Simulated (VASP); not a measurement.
# SiO2 (I-42d) in VASP: a series of runs

The runs below take SiO2 through single point, with LDA.

Program: VASP 6.6.1. These are calculated values, not measurements. Logs are shortened: lines on timing, memory, paths and dates and some standing lists are left out, and cuts for length are marked.

**1. The cell of the first run**

It takes space group I-42d (No. 122, tetragonal). Conventional cell: a = 5.199 Å, b = 5.199 Å, c = 6.539 Å, α = 90.00°, β = 90.00°, γ = 90.00°. Si (site symmetry -4) has 4 O at 1.62 Å within 2.2 Å. Within 2.2 Å of O (site symmetry 2) lie 2 Si at 1.62 Å.

**2. Single point, LDA**

Input file INCAR:

```
SYSTEM = SiO2
PREC = Accurate
ENCUT = 520
EDIFF = 1E-6
ISMEAR = 0
SIGMA = 0.05
LREAL = .False.
LASPH = .True.
NELM = 100
ALGO = Normal
ISIF = 2
LWAVE = .False.
LCHARG = .True.
GGA = CA
LELF = .True.
LVHAR = .True.
NBANDS = 25
```

Input file KPOINTS:

```
Automatic mesh
0
Gamma
  8 8 8
  0 0 0
```

Input file POSCAR:

```
SiO2
1.0
   -2.5995798899      2.5995798899      3.2695269358
    2.5995798899     -2.5995798899      3.2695269358
    2.5995798899      2.5995798899     -3.2695269358
Si O
2 4
Direct
    0.0000000000      0.0000000000      0.0000000000
    0.7500000000      0.2500000000      0.5000000000
    0.9742769968      0.6250000000      0.8492769968
    0.3750000000      0.2242769968      0.3492769968
    0.7757230032      0.1250000000      0.1507230032
    0.8750000000      0.0257230032      0.6507230032
```

Potentials or basis: VASP PAW LDA potentials, release 64 (Si, O).

On the command line:

```bash
$ cat potpaw_LDA.64/Si/POTCAR potpaw_LDA.64/O/POTCAR > POTCAR
$ mpirun -np 1 vasp_std > vasp.out
```

OUTCAR:

```text
SYSTEM = SiO2
   PREC = Accurate
   ENCUT = 520
   EDIFF = 1E-6
   ISMEAR = 0
   LREAL = .False.
   LASPH = .True.
   NELM = 100
   ISIF = 2
   GGA = CA

 ion  position               nearest neighbor table
   1  0.000  0.000  0.000-   3 1.62   4 1.62   5 1.62   6 1.62   2 3.07   2 3.07   2 3.07   2 3.07

   2  0.750  0.250  0.500-   3 1.62   4 1.62   5 1.62   6 1.62   1 3.07   1 3.07   1 3.07   1 3.07

   3  0.974  0.625  0.849-   1 1.62   2 1.62
   4  0.375  0.224  0.349-   1 1.62   2 1.62
   5  0.776  0.125  0.151-   1 1.62   2 1.62
   6  0.875  0.026  0.651-   1 1.62   2 1.62

  LATTYP: Found a body centered tetragonal cell.
 ALAT       =     5.1991597798
 C/A-ratio  =     1.2577135823

  Lattice vectors:

 A1 = (  -2.5995798899,   2.5995798899,   3.2695269358)
 A2 = (   2.5995798899,  -2.5995798899,   3.2695269358)
 A3 = (   2.5995798899,   2.5995798899,  -3.2695269358)

Analysis of symmetry for initial positions (statically):
=====================================================================
 Subroutine PRICEL returns:
 Original cell was already a primitive cell.

 Routine SETGRP: Setting up the symmetry group for a
 body centered tetragonal supercell.

 Subroutine GETGRP returns: Found  8 space group operations
 (whereof  4 operations were pure point group operations)
 out of a pool of 16 trial point group operations.

The static configuration has the point symmetry S_4 .
 The point group associated with its full space group is D_2d.

Analysis of symmetry for dynamics (positions and initial velocities):
=====================================================================
 Subroutine PRICEL returns:
 Original cell was already a primitive cell.

 Routine SETGRP: Setting up the symmetry group for a
 body centered tetragonal supercell.

 Subroutine GETGRP returns: Found  8 space group operations
 (whereof  4 operations were pure point group operations)
 out of a pool of 16 trial point group operations.

The dynamic configuration has the point symmetry S_4 .
 The point group associated with its full space group is D_2d.

 Subroutine INISYM returns: Found  8 space group operations
 (whereof  4 operations are pure point group operations),
 and found     1 'primitive' translations

----------------------------------------------------------------------------------------

                                     Primitive cell

  volume of cell :      88.3794

  direct lattice vectors                    reciprocal lattice vectors
    -2.599579890  2.599579890  3.269526936     0.000000000  0.192338771  0.152927322
     2.599579890 -2.599579890  3.269526936     0.192338771  0.000000000  0.152927322
     2.599579890  2.599579890 -3.269526936     0.192338771  0.192338771  0.000000000

  length of vectors
     4.919902193  4.919902193  4.919902193     0.245725393  0.245725393  0.272008098

  position of ions in fractional coordinates (direct lattice)
     0.000000000  0.000000000  0.000000000
     0.750000000  0.250000000  0.500000000
     0.974276997  0.625000000  0.849276997
     0.375000000  0.224276997  0.349276997
     0.775723003  0.125000000  0.150723003
     0.875000000  0.025723003  0.650723003

  ion indices of the primitive-cell ions
   primitive index   ion index
                 1           1
                 2           2
                 3           3
                 4           4
                 5           5
                 6           6

----------------------------------------------------------------------------------------

 KPOINTS: Automatic mesh

Automatic generation of k-mesh.
 Grid dimensions read from file:
 generate k-points for:    8    8    8

 Generating k-lattice:

  Cartesian coordinates                     Fractional coordinates (reciprocal lattice)
     0.000000000  0.024042346  0.019115915     0.125000000  0.000000000 -0.000000000
     0.024042346  0.000000000  0.019115915     0.000000000  0.125000000 -0.000000000
     0.024042346  0.024042346  0.000000000     0.000000000  0.000000000  0.125000000

  Length of vectors
     0.030715674  0.030715674  0.034001012

  Shift w.r.t. Gamma in fractional coordinates (k-lattice)
     0.000000000  0.000000000  0.000000000

 Subroutine IBZKPT returns following result:
 ===========================================

 Found     59 irreducible k-points:

 Following reciprocal coordinates:
            Coordinates               Weight
  0.000000  0.000000  0.000000      1.000000
  0.125000 -0.000000  0.000000      8.000000
  0.250000 -0.000000  0.000000      8.000000
  0.375000 -0.000000  0.000000      8.000000
  0.500000 -0.000000  0.000000      4.000000
  0.125000  0.125000  0.000000      8.000000
[... 16 lines left out ...]
  0.250000  0.125000  0.125000     16.000000
  0.375000  0.125000  0.125000      8.000000
 [... further k-points ...]
   k-points           NKPTS =     59   k-points in BZ     NKDIM =     59   number of bands    NBANDS=     25
   number of dos      NEDOS =    301   number of ions     NIONS =      6
   total plane-waves  NPLWV =  64000
   dimension x,y,z NGX =    40 NGY =   40 NGZ =   40
   dimension x,y,z NGXF=    80 NGYF=   80 NGZF=   80
   ions per type =               2   4
   NGX,Y,Z   is equivalent  to a cutoff of  13.52, 13.52, 13.52 a.u.
   NGXF,Y,Z  is equivalent  to a cutoff of  27.03, 27.03, 27.03 a.u.
 SYSTEM =  SiO2
   PREC   = accura    normal or accurate (medium, high low for compatibility)
   ISTART =      0    job   : 0-new  1-cont  2-samecut
   ICHARG =      2    charge: 1-file 2-atom 10-const
   ISPIN  =      1    spin polarized calculation?
   LNONCOLLINEAR =      F non collinear calculations
   LSORBIT =      F    spin-orbit coupling
   LASPH  =      T    aspherical Exc in radial PAW
   ENCUT  =  520.0 eV  38.22 Ry    6.18 a.u.   9.15  9.15  9.15*2*pi/ulx,y,z
   NELM   =    100;   NELMIN=  2; NELMDL= -5     # of ELM steps
   EDIFF  = 0.1E-05   stopping-criterion for ELM
   LREAL  =      F    real-space projection
[... 7 lines left out ...]
   TEBEG  =    0.0;   TEEND  =   0.0 temperature during run
   PSTRESS=    0.0 pullay stress
   NELECT =      32.0000    total number of electrons
   NUPDOWN=      -1.0000    fix difference up-down
   EMIN   =  10.00;   EMAX   =-10.00  energy-range for DOS
   EFERMI =   0.00;   METHOD = LEGACY
   ISMEAR =     0;   SIGMA  =   0.05  broadening in eV -4-tet -1-fermi 0-gaus
   EFERMI_NEDOS =   21; number of points for ismear=-14 and -15
   IALGO  =     38    algorithm
   IMIX   =      4    mixing-type and parameters
     AMIX     =   0.40;   BMIX     =  1.00
     AMIX_MAG =   1.60;   BMIX_MAG =  1.00
  volume/ion in A,a.u.               =      14.73        99.40
  Fermi-wavevector in a.u.,A,eV,Ry     =   1.166830  2.204990 18.524240  1.361493
  Thomas-Fermi vector in A             =   2.303338
   LORBIT       =      0    0 simple, 1 ext, 2 COOP (PROOUT), +10 PAW based schemes
   GGA     = CA    functional components
   LHFCALC =     F    Hartree Fock is set to
   AEXX    =    0.0000 exact exchange contribution
   IVDW    =     0    specifies the selected vdW correction
   LEPSILON=     F    determine dielectric tensor
   LRPA    =     F    only Hartree local field effects (RPA)
 non-spin polarized calculation
 Gauss-broadening in eV      SIGMA  =   0.05
  energy-cutoff  :      520.00
  volume of cell :       88.38
 maximum number of plane-waves:      2398
 NGX is ok and might be reduce to    40
   NGX = 19   NGY = 19   NGZ = 19

 number of electron      32.0000010 magnetization

 Free energy of the ion-electron system (eV)
  ---------------------------------------------------
  ext. energy  EPLUGINS =         0.00000000
  ---------------------------------------------------
  free energy    TOTEN  =       -51.65706025 eV

  energy without entropy =      -51.65706025  energy(sigma->0) =      -51.65706025

 E-fermi :  -0.3042     XC(G=0):  -8.8375

 val. band max:       -0.5704612376   @ k =   0.0000   0.0000   0.0000
 cond. band min:       5.0156773960   @ k =   0.0000   0.0000   0.0000
 fundamental gap:      5.5861386336
 Fermi energy:        -0.3042431604

 k-point     1 :       0.0000    0.0000    0.0000
  band No.  band energies     occupation
      1     -19.5089      2.00000
      2     -17.4411      2.00000
      3     -17.4411      2.00000
      4     -16.9991      2.00000
      5      -9.7041      2.00000
      6      -6.2288      2.00000
[... 17 lines left out ...]
     24      12.3741      0.00000
     25      12.3935      0.00000

 k-point     2 :       0.1250   -0.0000    0.0000
  band No.  band energies     occupation
      1     -19.4593      2.00000
      2     -17.4923      2.00000
      3     -17.4461      2.00000
      4     -17.0396      2.00000
      5      -9.5805      2.00000
      6      -6.2373      2.00000
[... 17 lines left out ...]
     24      12.1292      0.00000
     25      12.2324      0.00000

 k-point     3 :       0.2500   -0.0000    0.0000
  band No.  band energies     occupation
      1     -19.3220      2.00000
      2     -17.6587      2.00000
      3     -17.4581      2.00000
      4     -17.1084      2.00000
      5      -9.2622      2.00000
      6      -6.2972      2.00000
[... 17 lines left out ...]
     24      11.8328      0.00000
     25      12.2425      0.00000

 k-point     4 :       0.3750   -0.0000    0.0000
  band No.  band energies     occupation
      1     -19.1435      2.00000
      2     -17.8904      2.00000
      3     -17.4700      2.00000
      4     -17.1488      2.00000
      5      -8.9011      2.00000
      6      -6.4199      2.00000
[... 17 lines left out ...]
     24      11.9854      0.00000
     25      12.3694      0.00000
[... 477 lines left out ...]
 k-point    22 :       0.1250    0.1250    0.1250
  band No.  band energies     occupation
      1     -19.2071      2.00000
      2     -17.8735      2.00000
      3     -17.4047      2.00000
      4     -17.1252      2.00000
      5      -9.0065      2.00000
      6      -6.6526      2.00000
[... 17 lines left out ...]
     24      11.7965      0.00000
     25      11.9861      0.00000

 k-point    23 :       0.2500    0.1250    0.1250
  band No.  band energies     occupation
      1     -19.0295      2.00000
      2     -18.0973      2.00000
      3     -17.3922      2.00000
      4     -17.1714      2.00000
      5      -8.6483      2.00000
      6      -6.8777      2.00000
[... 17 lines left out ...]
     24      11.6239      0.00000
     25      12.4835      0.00000

 k-point    24 :       0.3750    0.1250    0.1250
  band No.  band energies     occupation
      1     -18.9250      2.00000
      2     -18.2205      2.00000
      3     -17.3883      2.00000
      4     -17.1891      2.00000
      5      -8.4604      2.00000
      6      -7.0076      2.00000
[... 17 lines left out ...]
     24      11.5641      0.00000
     25      13.1136      0.00000

 [... further k-points ...]
[... 5 lines left out ...]
  --------------------------------------------------------------------------------------
  -------------------------------------------------------------------------------------
  Total       -2.3210073     -2.3210073      1.5370396      0.0000000      0.0000000      0.0000000
  in kB      -42.0761356    -42.0761356     27.8640601      0.0000000      0.0000000      0.0000000
  external PRESSURE =     -18.7627370 kB  Pullay stress =       0.0000000 kB

 VOLUME and BASIS-vectors are now :
 -----------------------------------------------------------------------------
  energy-cutoff  :      520.00
  volume of cell :       88.38
      direct lattice vectors                 reciprocal lattice vectors
    -2.599579890  2.599579890  3.269526936     0.000000000  0.192338771  0.152927322
     2.599579890 -2.599579890  3.269526936     0.192338771  0.000000000  0.152927322
     2.599579890  2.599579890 -3.269526936     0.192338771  0.192338771  0.000000000

 POSITION                                       TOTAL-FORCE (eV/Angst)
 -----------------------------------------------------------------------------------
      0.00000      0.00000      0.00000        -0.000000      0.000000     -0.000000
      0.00000      2.59958      1.63476         0.000000      0.000000      0.000000
      1.29979      3.11574      2.45215         0.000000     -0.215901     -0.000000
      0.51616      1.29979      0.81738        -0.215901      0.000000     -0.000000
     -1.29979      2.08342      2.45215        -0.000000      0.215901     -0.000000
     -0.51616      3.89937      0.81738         0.215901     -0.000000     -0.000000
 -----------------------------------------------------------------------------------
    total drift:                                0.000001      0.000001      0.000001

  FREE ENERGIE OF THE ION-ELECTRON SYSTEM (eV)
  ---------------------------------------------------
  free  energy   TOTEN  =       -51.6570602452 eV

  energy  without entropy=      -51.6570602452  energy(sigma->0) =      -51.65706025
```

Wall time 77 s (1 thread of AMD EPYC 9R45 (Zen 5), shared host); peak memory 0.21 GiB.

What came out:

```
Free energy            : -51.6571 eV
Pressure               : -1.9 GPa
Largest force          : 0.216 eV/Å
Band gap on the k mesh : 5.59 eV
```

Forces on the atoms (eV/Å):
```
Si   0.000  0.000  0.000
Si   0.000  0.000  0.000
O    0.000 -0.216  0.000
O   -0.216  0.000  0.000
O    0.000  0.216  0.000
O    0.216  0.000  0.000
```

Caveat: the stress differs along the axes, from -4 to 3 GPa.

[end of part 1 of 2]
